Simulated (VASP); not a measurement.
A run of VASP 6.6.1:

INCAR

```
  PREC = Accurate
  ENCUT = 520
  EDIFF = 1E-7
  ISMEAR = -1
  SIGMA = 0.05
  LREAL = F
  LASPH = T
  NELM = 60
  ALGO = Normal
  ISIF = 2
  LWAVE = F
  LCHARG = F
  LDIPOL = T
  IDIPOL = 3
  DIPOL = 0.5 0.5 0.294
  GGA = PE
  NBANDS = 14
```

KPOINTS

```
regular mesh
0
Gamma
  11 11 1
```

Contents of POSCAR:

```
Rh
1.0
    2.4265302807      0.1231000337      0.0000000000
   -0.2893499857      2.4123597176      0.0000000000
    0.0000000000      0.0000000000     23.8000000000
Rh
1
Direct
    0.5000000000      0.5000000000      0.2941200000
```

Potentials or basis: VASP PAW PBE potentials, release 64 (Rh_pv).

Run with:

```bash
$ cat potpaw_PBE.64/Rh_pv/POTCAR > POTCAR
$ mpirun -np 1 vasp_std > vasp.out
```

Hardware: 1 thread of Intel(R) Xeon(R) Platinum 8375C CPU @ 2.90GHz (Ice Lake) (shared host).

**Question.** Estimate the wall time of this run.

**Answer.** Run time: 68 s on 1 thread of Intel(R) Xeon(R) Platinum 8375C CPU @ 2.90GHz (Ice Lake), with other jobs on the host, peak memory 0.25 GiB. Counts: scf iterations 21, k points 36.
